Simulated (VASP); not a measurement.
# Al in VASP: further runs, part 2 of 2

VASP 6.6.1. The steps go on from the part before.

### Step 4. Single point, r2SCAN

This run uses another cell than the first one, of 15.91 Å³/atom.

Input file POSCAR:

```
Al
1.0
    1.9963396846      1.9963396846      0.0000000000
   -1.9963396846      1.9963396846      0.0000000000
    0.0000000000      0.0000000000      3.9926793692
Al
2
Direct
    0.0000000000      0.0000000000      0.0000000000
    0.5000000000      0.5000000000      0.5000000000
```

Input file INCAR.step1:

```
  ALGO = Normal
  EDIFF = 1E-4
  ENCUT = 520
  GGA = PE
  ISMEAR = 0
  LASPH = True
  LCHARG = False
  LREAL = False
  LWAVE = True
  NBANDS = 10
  NELM = 100
  PREC = Accurate
  SIGMA = 0.1
```

Input file INCAR.step2:

```
  ALGO = Normal
  EDIFF = 1E-6
  ENCUT = 520
  ISIF = 2
  ISMEAR = 0
  ISTART = 1
  LASPH = True
  LCHARG = False
  LMIXTAU = True
  LREAL = False
  LWAVE = False
  METAGGA = R2SCAN
  NBANDS = 10
  NELM = 100
  PREC = Accurate
  SIGMA = 0.1
```

Input file KPOINTS:

```
k-points
0
Gamma
  18 18 14
```

Potentials or basis: VASP PAW PBE potentials, release 64 (Al).

Command:

```console
$ cat potpaw_PBE.64/Al/POTCAR > POTCAR
$ cp INCAR.step1 INCAR
$ mpirun -np 1 vasp_std > vasp.out
$ cp INCAR.step2 INCAR
$ mpirun -np 1 vasp_std > vasp.out
```

OUTCAR:

```text
EDIFF = 1E-6
   ENCUT = 520
   ISIF = 2
   ISMEAR = 0
   ISTART = 1
   LASPH = True
   LREAL = False
   METAGGA = R2SCAN
   NELM = 100
   PREC = Accurate

 ion  position               nearest neighbor table
   1  0.000  0.000  0.000-   2 2.82   2 2.82   2 2.82   2 2.82   2 2.82   2 2.82   2 2.82   2 2.82

   2  0.500  0.500  0.500-   1 2.82   1 2.82   1 2.82   1 2.82   1 2.82   1 2.82   1 2.82   1 2.82

  LATTYP: Found a simple tetragonal cell.
 ALAT       =     2.8232506571
 C/A-ratio  =     1.4142135624

  Lattice vectors:

 A1 = (   1.9963396846,   1.9963396846,   0.0000000000)
 A2 = (  -1.9963396846,   1.9963396846,   0.0000000000)
 A3 = (   0.0000000000,   0.0000000000,   3.9926793692)

Analysis of symmetry for initial positions (statically):
=====================================================================
 Subroutine PRICEL returns following result:

  LATTYP: Found a face centered cubic cell.
 ALAT       =     3.9926793692

  Lattice vectors:

 A1 = (   0.0000000000,  -1.9963396846,  -1.9963396846)
 A2 = (   1.9963396846,   0.0000000000,  -1.9963396846)
 A3 = (   1.9963396846,  -1.9963396846,   0.0000000000)

[... 183 lines left out ...]
 cond. band min:       8.4107650169   @ k =   0.3333   0.3333   0.2143
 fundamental gap:      0.0191714389
 Fermi energy:         8.4023899505

 k-point     1 :       0.0000    0.0000    0.0000
  band No.  band energies     occupation
      1      -3.6984      2.00000
      2       5.1511      2.00000
      3       6.7324      2.00000
      4      13.8708      0.00000
      5      14.5816      0.00000
      6      14.5816      0.00000
      7      18.6834      0.00000
      8      21.9290      0.00000
      9      21.9290      0.00000
     10      21.9291      0.00000
[... 287 lines left out ...]
 k-point    24 :       0.3333    0.1111    0.0000
  band No.  band energies     occupation
      1      -1.2839      2.00000
      2       4.9959      2.00000
      3       7.3782      2.00000
      4       9.1713      0.00000
      5      13.4191      0.00000
      6      13.5831      0.00000
      7      15.0833      0.00000
      8      19.3523      0.00000
      9      21.3912      0.00000
     10      21.6124      0.00000

 [... further k-points ...]
[... 5 lines left out ...]
  --------------------------------------------------------------------------------------
  -------------------------------------------------------------------------------------
  Total       -0.0797937     -0.0797937     -0.0042447      0.0000000      0.0000000      0.0000000
  in kB       -4.0171303     -4.0171303     -0.2136946      0.0000000      0.0000000      0.0000000
  external PRESSURE =      -2.7493184 kB  Pullay stress =       0.0000000 kB

 VOLUME and BASIS-vectors are now :
 -----------------------------------------------------------------------------
  energy-cutoff  :      520.00
  volume of cell :       31.82
      direct lattice vectors                 reciprocal lattice vectors
     1.996339685  1.996339685  0.000000000     0.250458378  0.250458378  0.000000000
    -1.996339685  1.996339685  0.000000000    -0.250458378  0.250458378  0.000000000
     0.000000000  0.000000000  3.992679369     0.000000000  0.000000000  0.250458378

 POSITION                                       TOTAL-FORCE (eV/Angst)
 -----------------------------------------------------------------------------------
      0.00000      0.00000      0.00000        -0.000000      0.000000      0.000000
      0.00000      1.99634      1.99634         0.000000     -0.000000     -0.000000
 -----------------------------------------------------------------------------------
    total drift:                               -0.000000      0.000000     -0.000000

  FREE ENERGIE OF THE ION-ELECTRON SYSTEM (eV)
  ---------------------------------------------------
  free  energy   TOTEN  =       -13.4785533775 eV

  energy  without entropy=      -13.4749145256  energy(sigma->0) =      -13.47673395
```

OUTCAR.step1:

```text
EDIFF = 1E-4
   ENCUT = 520
   GGA = PE
   ISMEAR = 0
   LASPH = True
[... 553 lines left out ...]
 -----------------------------------------------------------------------------------
      0.00000      0.00000      0.00000         0.000000     -0.000000      0.000000
      0.00000      1.99634      1.99634        -0.000000      0.000000      0.000000
 -----------------------------------------------------------------------------------
    total drift:                               -0.000000      0.000000     -0.000000

  FREE ENERGIE OF THE ION-ELECTRON SYSTEM (eV)
  ---------------------------------------------------
  free  energy   TOTEN  =        -7.4836346516 eV

  energy  without entropy=       -7.4798868493  energy(sigma->0) =       -7.48176075
```

It took 2.6 min on 1 thread of Intel Xeon Platinum 8488C (Sapphire Rapids), shared host; peak memory 0.23 GiB.

What came out:

* Free energy: -13.4786 eV
* Pressure: -0.3 GPa
* Band gap on the k mesh: zero (bands 3 and 4 overlap by 12.48 eV)

Levels at points of the mesh, in eV from the Fermi level:
```
           k point  band 1  band 2  band 3  band 4  band 5  band 6  band 7
(0.00, 0.00, 0.00)  -12.10   -3.25   -1.67    5.47    6.18    6.18   10.28
(0.50, 0.00, 0.00)   -7.26   -7.26    1.27    1.27    3.12    3.12   10.38
(0.50, 0.50, 0.00)   -3.25   -3.25   -1.67   -1.67    5.47    5.47    6.18
(0.00, 0.00, 0.50)   -9.66   -9.66    7.89    7.89    8.25    8.25    8.25
(0.50, 0.00, 0.50)   -5.15   -5.15   -4.59   -4.59   12.25   12.25   12.25
(0.50, 0.50, 0.50)   -1.00   -1.00   -1.00   -1.00   -0.04   -0.04    1.73
```

Caveat: the PAW data sets were made with another functional, which shifts forces and pressure a little.

### Step 5. Single point, r2SCAN (strain along c alone, the other axes held: +1.5 %)

POSCAR, as its differences from that of step 4:

```diff
@@ -4,3 +4,3 @@
    -1.9963396846      1.9963396846      0.0000000000
-    0.0000000000      0.0000000000      3.9926793692
+    0.0000000000      0.0000000000      4.0525695597
 Al
```

Input file INCAR.step1:

```
PREC = Accurate
ENCUT = 520
ISMEAR = 0
SIGMA = 0.1
LREAL = False
LASPH = True
NELM = 80
NBANDS = 10
GGA = PE
ALGO = Normal
EDIFF = 1E-4
LWAVE = True
LCHARG = False
```

Input file INCAR.step2:

```
PREC = Accurate
ENCUT = 520
EDIFF = 1E-7
ISMEAR = 0
SIGMA = 0.1
LREAL = False
LASPH = True
NELM = 80
ALGO = Normal
ISIF = 2
LWAVE = False
LCHARG = True
METAGGA = R2SCAN
LMIXTAU = True
LELF = True
LVHAR = True
NBANDS = 10
ISTART = 1
```

Input file KPOINTS:

```
Automatic mesh
0
Gamma
  18 18 14
```

Command:

```console
$ cat potpaw_PBE.64/Al/POTCAR > POTCAR
$ cp INCAR.step1 INCAR
$ mpirun -np 1 vasp_std > vasp.out
$ cp INCAR.step2 INCAR
$ mpirun -np 1 vasp_std > vasp.out
```

It took 3 min on 1 thread of Intel Xeon Platinum 8488C (Sapphire Rapids), shared host; peak memory 0.23 GiB.

Results (log left out):

```
Free energy            : -13.4749 eV
Pressure               : -1.6 GPa
Band gap on the k mesh : zero (bands 3 and 4 overlap by 12.50 eV)
```

Stress tensor (GPa, compression positive):
```
-1.22  0.00  0.00
 0.00 -1.22  0.00
 0.00  0.00 -2.37
```

Levels at points of the mesh, in eV from the Fermi level:
| k point | band 1 | band 2 | band 3 | band 4 | band 5 | band 6 | band 7 | band 8 |
| --- | --- | --- | --- | --- | --- | --- | --- | --- |
| (0.00, 0.00, 0.00) | -12.00 | -3.38 | -1.88 | 5.58 | 6.29 | 6.29 | 10.30 | 13.32 |
| (0.50, 0.00, 0.00) | -7.16 | -7.16 | 1.15 | 1.15 | 2.90 | 2.90 | 10.50 | 10.50 |
| (0.50, 0.50, 0.00) | -3.15 | -3.15 | -1.57 | -1.57 | 5.40 | 5.40 | 5.94 | 5.94 |
| (0.00, 0.00, 0.50) | -9.63 | -9.63 | 7.93 | 7.93 | 8.31 | 8.31 | 8.31 | 8.31 |
| (0.50, 0.00, 0.50) | -5.10 | -5.10 | -4.57 | -4.57 | 11.98 | 11.98 | 12.33 | 12.33 |
| (0.50, 0.50, 0.50) | -0.95 | -0.95 | -0.95 | -0.95 | 0.04 | 0.04 | 1.69 | 1.69 |

Caveat: the cell differs from its parent crystal (strain along c alone, the other axes held: +1.5 %); the PAW data sets were made with another functional, which shifts forces and pressure a little.

### Step 6. Summary

```csv
cell,gap on the mesh (eV),pressure (GPa)
"a = 2.823, b = 2.823, c = 3.873 Å, 2 atoms",none,2.8
"a = 2.823, b = 2.823, c = 3.933 Å, 2 atoms",none,1.2
"a = 2.823, b = 2.823, c = 3.993 Å, 2 atoms",none,-0.3
"a = 2.823, b = 2.823, c = 4.053 Å, 2 atoms",none,-1.6
```

Alike in all rows: task single point; level r2SCAN; potentials or basis VASP PAW PBE potentials, release 64 (Al); no spin polarisation; k mesh 18 × 18 × 14; cutoff (eV) 520; smearing gaussian 0.1 eV.

Caveats: the PAW data sets were made with another functional, which shifts forces and pressure a little.

Absolute energies hang on the potentials; compare differences alone.
